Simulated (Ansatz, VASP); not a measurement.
One calculation of YF7, two programs

Contents of INCAR:

```
ALGO = Normal
EDIFF = 1E-6
ENCUT = 520
GGA = PE
ISIF = 2
ISMEAR = 0
ISPIN = 2
LASPH = T
LCHARG = F
LMAXMIX = 4
LORBIT = 11
LREAL = F
LWAVE = F
MAGMOM = 0 1 1 1 1 1 1 1
NBANDS = 44
NELM = 150
PREC = Accurate
SIGMA = 0.1
```

The input KPOINTS:

```
k-points
0
Gamma
  4 4 4
```

File POSCAR:

```
YF7
1.0
    0.0000000000      3.7658046800      3.7658046800
    3.7658046800      0.0000000000      3.7658046800
    3.7658046800      3.7658046800      0.0000000000
Y F
1 7
Direct
    0.0000000000      0.0000000000      0.0000000000
    0.5000000000      0.5000000000      0.5000000000
    0.0000000000      0.0000000000      0.5000000000
    0.5000000000      0.0000000000      0.5000000000
    0.0000000000      0.5000000000      0.5000000000
    0.5000000000      0.5000000000      0.0000000000
    0.0000000000      0.5000000000      0.0000000000
    0.5000000000      0.0000000000      0.0000000000
```

Input for Ansatz:

```yaml
crystal:
  lattice:
    - [0.0, 3.76580468, 3.76580468]
    - [3.76580468, 0.0, 3.76580468]
    - [3.76580468, 3.76580468, 0.0]
  atoms:
    - { symbol: "Y", position: [0.0, 0.0, 0.0] }
    - { symbol: F, position: [0.5, 0.5, 0.5], spin: 1.0 }
    - { symbol: F, position: [0.0, 0.0, 0.5], spin: 1.0 }
    - { symbol: F, position: [0.5, 0.0, 0.5], spin: 1.0 }
    - { symbol: F, position: [0.0, 0.5, 0.5], spin: 1.0 }
    - { symbol: F, position: [0.5, 0.5, 0.0], spin: 1.0 }
    - { symbol: F, position: [0.0, 0.5, 0.0], spin: 1.0 }
    - { symbol: F, position: [0.5, 0.0, 0.0], spin: 1.0 }
basis:
  ecutwfc: 420
kpoints:
  mp_grid: { grid: [4, 4, 4] }
hamiltonian:
  xc: pbe
scf:
  occupations: { method: gaussian, width: 0.1 }
  lower_state_search: "off"
output:
  forces: true
  stress: true
  eigenvalues: true
  populations: true
magnetization:
  spin_polarized: true
```

Change from the starting cell: species swapped into the LiPd7 type (Fm-3m, No. 225).

Alike in both runs: task single point; functional PBE; k mesh 4 × 4 × 4; occupations gaussian, width 0.1 eV; collinear spin.

|  | VASP | Ansatz |
| --- | --- | --- |
| version | VASP 6.6.1 | Ansatz 0.2.0 |
| potentials or method | VASP PAW PBE potentials, release 64 (Y_sv, F), cutoff 520 eV | scalar-relativistic, plane waves, PAW |
| valence electrons in the cell | 60 | 60 |

VASP gave:

| Item | Value |
| --- | --- |
| gap on the k mesh at the Fermi level (eV) | none |
| pressure (GPa) | -11.9 |
| net moment per atom (μB) | 0.50 |
| size of the moment on the site where the two differ most (μB) | 0.82 |

Q: What did Ansatz give for the same quantities?

A: gap on the k mesh at the Fermi level (eV): none; pressure (GPa): -11.5; net moment per atom (μB): 0.50; size of the moment on the site where the two differ most (μB): 0.90.

Site moments also hang on the region over which each program counts them. A gap of «none» marks a metal or a gap that the smearing closes.

The k mesh is coarse, so the values compare programs but aren't converged.
